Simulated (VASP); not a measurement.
# SiAu3 (Fm-3m) in VASP: single point with PBE

Aim: the single point of SiAu3 with PBE.

All numbers are computed with VASP 6.6.1; they aren't measurements. Logs are shortened: lines on timing, memory, paths and dates and some standing lists are left out, and cuts for length are marked.

**1. The cell of the first run**

The structure is cubic, space group Fm-3m (No. 225). Conventional cell: a = 6.571 Å, b = 6.571 Å, c = 6.571 Å, α = 90.00°, β = 90.00°, γ = 90.00°. Au (site symmetry m-3m) has 8 Au at 2.85 Å and 6 Si at 3.29 Å within 3.7 Å. Within 3.7 Å of Au (site symmetry -43m) lie 4 Si at 2.85 Å and 10 Au at 2.85 to 3.29 Å. Within 3.7 Å of Si (site symmetry m-3m) lie 14 Au at 2.85 to 3.29 Å.

**2. Single point, PBE**

File INCAR:

```
SYSTEM = SiAu3
  PREC = Accurate
  ENCUT = 520
  EDIFF = 1E-6
  ISMEAR = -1
  SIGMA = 0.05
  LREAL = .False.
  LASPH = .True.
  NELM = 60
  ALGO = Normal
  ISIF = 2
  LWAVE = .False.
  LCHARG = .True.
  GGA = PE
  LELF = .True.
  LVHAR = .True.
  NBANDS = 26
```

File KPOINTS:

```
Automatic mesh
0
Gamma
  7 7 7
  0 0 0
```

File POSCAR:

```
SiAu3
1.0
    0.0000000000      3.2857340000      3.2857340000
    3.2857340000      0.0000000000      3.2857340000
    3.2857340000      3.2857340000      0.0000000000
Au Si
3 1
Direct
    0.5000000000      0.5000000000      0.5000000000
    0.7500000000      0.7500000000      0.7500000000
    0.2500000000      0.2500000000      0.2500000000
    0.0000000000      0.0000000000      0.0000000000
```

Potentials or basis: VASP PAW PBE potentials, release 64 (Au, Si).

Launch:

```console
$ cat potpaw_PBE.64/Au/POTCAR potpaw_PBE.64/Si/POTCAR > POTCAR
$ mpirun -np 1 vasp_std > vasp.out
```

OUTCAR:

```text
SYSTEM = SiAu3
   PREC = Accurate
   ENCUT = 520
   EDIFF = 1E-6
   ISMEAR = -1
   LREAL = .False.
   LASPH = .True.
   NELM = 60
   ISIF = 2
   GGA = PE

 ion  position               nearest neighbor table
   1  0.500  0.500  0.500-   2 2.85   3 2.85   3 2.85   3 2.85   3 2.85   2 2.85   2 2.85   2 2.85
                             4 3.29   4 3.29   4 3.29   4 3.29   4 3.29   4 3.29
   2  0.750  0.750  0.750-   1 2.85   4 2.85   1 2.85   1 2.85   1 2.85   4 2.85   4 2.85   4 2.85
                             3 3.29   3 3.29   3 3.29   3 3.29   3 3.29   3 3.29
   3  0.250  0.250  0.250-   1 2.85   4 2.85   4 2.85   4 2.85   4 2.85   1 2.85   1 2.85   1 2.85
                             2 3.29   2 3.29   2 3.29   2 3.29   2 3.29   2 3.29
   4  0.000  0.000  0.000-   2 2.85   3 2.85   2 2.85   2 2.85   2 2.85   3 2.85   3 2.85   3 2.85
                             1 3.29   1 3.29   1 3.29   1 3.29   1 3.29   1 3.29

  LATTYP: Found a face centered cubic cell.
 ALAT       =     6.5714680000

  Lattice vectors:

 A1 = (   0.0000000000,   3.2857340000,   3.2857340000)
 A2 = (   3.2857340000,   0.0000000000,   3.2857340000)
 A3 = (   3.2857340000,   3.2857340000,   0.0000000000)

Analysis of symmetry for initial positions (statically):
=====================================================================
 Subroutine PRICEL returns:
 Original cell was already a primitive cell.

 Routine SETGRP: Setting up the symmetry group for a
 face centered cubic supercell.

 Subroutine GETGRP returns: Found 48 space group operations
 (whereof 48 operations were pure point group operations)
 out of a pool of 48 trial point group operations.

The static configuration has the point symmetry O_h .

Analysis of symmetry for dynamics (positions and initial velocities):
=====================================================================
 Subroutine PRICEL returns:
 Original cell was already a primitive cell.

 Routine SETGRP: Setting up the symmetry group for a
 face centered cubic supercell.

 Subroutine GETGRP returns: Found 48 space group operations
 (whereof 48 operations were pure point group operations)
 out of a pool of 48 trial point group operations.

The dynamic configuration has the point symmetry O_h .

 Subroutine INISYM returns: Found 48 space group operations
 (whereof 48 operations are pure point group operations),
 and found     1 'primitive' translations

----------------------------------------------------------------------------------------

                                     Primitive cell

  volume of cell :      70.9459

  direct lattice vectors                    reciprocal lattice vectors
     0.000000000  3.285734000  3.285734000    -0.152173000  0.152173000  0.152173000
     3.285734000  0.000000000  3.285734000     0.152173000 -0.152173000  0.152173000
     3.285734000  3.285734000  0.000000000     0.152173000  0.152173000 -0.152173000

  length of vectors
     4.646729585  4.646729585  4.646729585     0.263571368  0.263571368  0.263571368

  position of ions in fractional coordinates (direct lattice)
     0.500000000  0.500000000  0.500000000
     0.750000000  0.750000000  0.750000000
     0.250000000  0.250000000  0.250000000
     0.000000000  0.000000000  0.000000000

  ion indices of the primitive-cell ions
   primitive index   ion index
                 1           1
                 2           2
                 3           3
                 4           4

----------------------------------------------------------------------------------------

 KPOINTS: Automatic mesh

Automatic generation of k-mesh.
 Grid dimensions read from file:
 generate k-points for:    7    7    7

 Generating k-lattice:

  Cartesian coordinates                     Fractional coordinates (reciprocal lattice)
    -0.021739000  0.021739000  0.021739000     0.142857143  0.000000000  0.000000000
     0.021739000 -0.021739000  0.021739000     0.000000000  0.142857143  0.000000000
     0.021739000  0.021739000 -0.021739000     0.000000000  0.000000000  0.142857143

  Length of vectors
     0.037653053  0.037653053  0.037653053

  Shift w.r.t. Gamma in fractional coordinates (k-lattice)
     0.000000000  0.000000000  0.000000000

 Subroutine IBZKPT returns following result:
 ===========================================

 Found     20 irreducible k-points:

 Following reciprocal coordinates:
            Coordinates               Weight
  0.000000  0.000000  0.000000      1.000000
  0.142857  0.000000  0.000000      8.000000
  0.285714  0.000000  0.000000      8.000000
  0.428571  0.000000  0.000000      8.000000
  0.142857  0.142857  0.000000      6.000000
  0.285714  0.142857  0.000000     24.000000
[... 12 lines left out ...]
 -0.428571  0.428571  0.142857     24.000000
 -0.285714  0.428571  0.142857     24.000000
   k-points           NKPTS =     20   k-points in BZ     NKDIM =     20   number of bands    NBANDS=     26
   number of dos      NEDOS =    301   number of ions     NIONS =      4
   total plane-waves  NPLWV =  46656
   dimension x,y,z NGX =    36 NGY =   36 NGZ =   36
   dimension x,y,z NGXF=    72 NGYF=   72 NGZF=   72
   ions per type =               3   1
   NGX,Y,Z   is equivalent  to a cutoff of  12.88, 12.88, 12.88 a.u.
   NGXF,Y,Z  is equivalent  to a cutoff of  25.76, 25.76, 25.76 a.u.
 SYSTEM =  SiAu3
   PREC   = accura    normal or accurate (medium, high low for compatibility)
   ISTART =      0    job   : 0-new  1-cont  2-samecut
   ICHARG =      2    charge: 1-file 2-atom 10-const
   ISPIN  =      1    spin polarized calculation?
   LNONCOLLINEAR =      F non collinear calculations
   LSORBIT =      F    spin-orbit coupling
   LASPH  =      T    aspherical Exc in radial PAW
   ENCUT  =  520.0 eV  38.22 Ry    6.18 a.u.   8.64  8.64  8.64*2*pi/ulx,y,z
   NELM   =     60;   NELMIN=  2; NELMDL= -5     # of ELM steps
   EDIFF  = 0.1E-05   stopping-criterion for ELM
   LREAL  =      F    real-space projection
   EDIFFG = 0.1E-04   stopping-criterion for IOM
   NSW    =      0    number of steps for IOM
   IBRION =     -1    ionic relax: 0-MD 1-quasi-New 2-CG
   NFREE  =      0    steps in history (QN), initial steepest desc. (CG)
   ISIF   =      2    stress and relaxation
   ISYM   =      2    0-nonsym 1-usesym 2-fastsym
   POTIM  = 0.5000    time-step for ionic-motion
   TEBEG  =    0.0;   TEEND  =   0.0 temperature during run
   PSTRESS=    0.0 pullay stress
   NELECT =      37.0000    total number of electrons
   NUPDOWN=      -1.0000    fix difference up-down
   EMIN   =  10.00;   EMAX   =-10.00  energy-range for DOS
   EFERMI =   0.00;   METHOD = LEGACY
   ISMEAR =    -1;   SIGMA  =   0.05  broadening in eV -4-tet -1-fermi 0-gaus
   EFERMI_NEDOS =   21; number of points for ismear=-14 and -15
   IALGO  =     38    algorithm
   IMIX   =      4    mixing-type and parameters
     AMIX     =   0.40;   BMIX     =  1.00
     AMIX_MAG =   1.60;   BMIX_MAG =  1.00
  volume/ion in A,a.u.               =      17.74       119.69
  Fermi-wavevector in a.u.,A,eV,Ry     =   1.317750  2.490186 23.626039  1.736465
  Thomas-Fermi vector in A             =   2.447769
   LORBIT       =      0    0 simple, 1 ext, 2 COOP (PROOUT), +10 PAW based schemes
   GGA     = PE    functional components
   LHFCALC =     F    Hartree Fock is set to
   AEXX    =    0.0000 exact exchange contribution
   IVDW    =     0    specifies the selected vdW correction
   LEPSILON=     F    determine dielectric tensor
   LRPA    =     F    only Hartree local field effects (RPA)
 non-spin polarized calculation
  energy-cutoff  :      520.00
  volume of cell :       70.95
 maximum number of plane-waves:      1923
   NGX = 17   NGY = 17   NGZ = 17

 number of electron      36.9999999 magnetization

 Free energy of the ion-electron system (eV)
  ---------------------------------------------------
  ext. energy  EPLUGINS =         0.00000000
  ---------------------------------------------------
  free energy    TOTEN  =       -14.48807142 eV

  energy without entropy =      -14.48474264  energy(sigma->0) =      -14.48640703

 E-fermi :   8.9187     XC(G=0): -11.9607

 val. band max:        8.9148360513   @ k =  -0.2857   0.2857   0.0000
 cond. band min:       9.0831980629   @ k =  -0.1429   0.1429   0.0000
 fundamental gap:      0.1683620116
 Fermi energy:         8.9187210021

 k-point     1 :       0.0000    0.0000    0.0000
  band No.  band energies     occupation
      1      -2.0498      2.00000
      2       2.6068      2.00000
      3       2.6068      2.00000
      4       2.8187      2.00000
      5       2.8187      2.00000
      6       2.8187      2.00000
[... 18 lines left out ...]
     25      15.2095      0.00000
     26      15.2095      0.00000

 k-point     2 :       0.1429    0.0000    0.0000
  band No.  band energies     occupation
      1      -1.8191      2.00000
      2       2.5565      2.00000
      3       2.5696      2.00000
      4       2.5696      2.00000
      5       3.0029      2.00000
      6       3.0029      2.00000
[... 18 lines left out ...]
     25      15.3856      0.00000
     26      15.3856      0.00000

 k-point     3 :       0.2857    0.0000    0.0000
  band No.  band energies     occupation
      1      -1.1771      2.00000
      2       2.1321      2.00000
      3       2.6449      2.00000
      4       2.6449      2.00000
      5       3.2130      2.00000
      6       3.2130      2.00000
[... 18 lines left out ...]
     25      16.1069      0.00000
     26      16.1069      0.00000

 k-point     4 :       0.4286    0.0000    0.0000
  band No.  band energies     occupation
      1      -0.3503      2.00000
      2       1.4595      2.00000
      3       2.7945      2.00000
      4       2.7945      2.00000
      5       3.1000      2.00000
      6       3.2524      2.00000
[... 18 lines left out ...]
     25      17.2314      0.00000
     26      17.2314      0.00000

 k-point     5 :       0.1429    0.1429    0.0000
  band No.  band energies     occupation
      1      -1.7427      2.00000
      2       2.1971      2.00000
      3       2.7340      2.00000
      4       2.8899      2.00000
      5       2.8899      2.00000
      6       2.9653      2.00000
[... 18 lines left out ...]
     25      14.7353      0.00000
     26      16.7588      0.00000

 k-point     6 :       0.2857    0.1429    0.0000
  band No.  band energies     occupation
      1      -1.2415      2.00000
      2       1.8941      2.00000
      3       2.8201      2.00000
      4       2.8397      2.00000
      5       3.0596      2.00000
      6       3.2090      2.00000
[... 311 lines left out ...]
 k-point    17 :       0.4286    0.2857    0.1429
  band No.  band energies     occupation
      1      -0.6885      2.00000
      2       1.6749      2.00000
      3       2.8482      2.00000
      4       2.8823      2.00000
      5       3.0305      2.00000
      6       3.1923      2.00000
[... 18 lines left out ...]
     25      17.2158      0.00000
     26      17.4626      0.00000

 k-point    18 :      -0.4286    0.2857    0.1429
  band No.  band energies     occupation
      1      -0.1058      2.00000
      2       1.6864      2.00000
      3       2.4642      2.00000
      4       2.8579      2.00000
      5       3.1141      2.00000
      6       3.2951      2.00000
[... 18 lines left out ...]
     25      16.1974      0.00000
     26      17.6528      0.00000

 k-point    19 :      -0.4286    0.4286    0.1429
  band No.  band energies     occupation
      1       0.0110      2.00000
      2       1.7051      2.00000
      3       2.2902      2.00000
      4       2.7792      2.00000
      5       3.2887      2.00000
      6       3.3803      2.00000
[... 18 lines left out ...]
     25      17.2423      0.00000
     26      18.6011      0.00000

 k-point    20 :      -0.2857    0.4286    0.1429
  band No.  band energies     occupation
      1       0.0981      2.00000
      2       2.0630      2.00000
      3       2.0805      2.00000
      4       2.6212      2.00000
      5       3.3075      2.00000
      6       3.5218      2.00000
[... 18 lines left out ...]
     25      16.6506      0.00000
     26      18.1417      0.00000

------------------------ aborting loop because EDIFF is reached ----------------------------------------

  FORCE on cell =-STRESS in cart. coord.  units (eV):
  Direction    XX          YY          ZZ          XY          YZ          ZX
  --------------------------------------------------------------------------------------
  -------------------------------------------------------------------------------------
  Total       -0.5632814     -0.5632814     -0.5632814      0.0000000      0.0000000     -0.0000000
  in kB      -12.7206353    -12.7206353    -12.7206353      0.0000000      0.0000000     -0.0000000
  external PRESSURE =     -12.7206353 kB  Pullay stress =       0.0000000 kB

 VOLUME and BASIS-vectors are now :
 -----------------------------------------------------------------------------
  energy-cutoff  :      520.00
  volume of cell :       70.95
      direct lattice vectors                 reciprocal lattice vectors
     0.000000000  3.285734000  3.285734000    -0.152173000  0.152173000  0.152173000
     3.285734000  0.000000000  3.285734000     0.152173000 -0.152173000  0.152173000
     3.285734000  3.285734000  0.000000000     0.152173000  0.152173000 -0.152173000

 POSITION                                       TOTAL-FORCE (eV/Angst)
 -----------------------------------------------------------------------------------
      3.28573      3.28573      3.28573        -0.000000     -0.000000     -0.000000
      4.92860      4.92860      4.92860        -0.000000     -0.000000     -0.000000
      1.64287      1.64287      1.64287         0.000000      0.000000      0.000000
      0.00000      0.00000      0.00000        -0.000000     -0.000000     -0.000000
 -----------------------------------------------------------------------------------
    total drift:                                0.000000      0.000000      0.000000

  FREE ENERGIE OF THE ION-ELECTRON SYSTEM (eV)
  ---------------------------------------------------
  free  energy   TOTEN  =       -14.4880714167 eV

  energy  without entropy=      -14.4847426359  energy(sigma->0) =      -14.48640703
```

Wall time 32 s (1 thread of Intel Xeon Platinum 8259CL at 2.50GHz (Skylake/Cascade Lake), shared host); peak memory 0.21 GiB.

Results:

```yaml
Free_energy: -14.4881 eV
Pressure: -1.3 GPa
Band_gap_on_the_k_mesh: zero (an odd number of electrons rules out a gap without spin polarisation)
```

Caveat: spin-orbit coupling is left out, which moves the levels of the heavy elements.
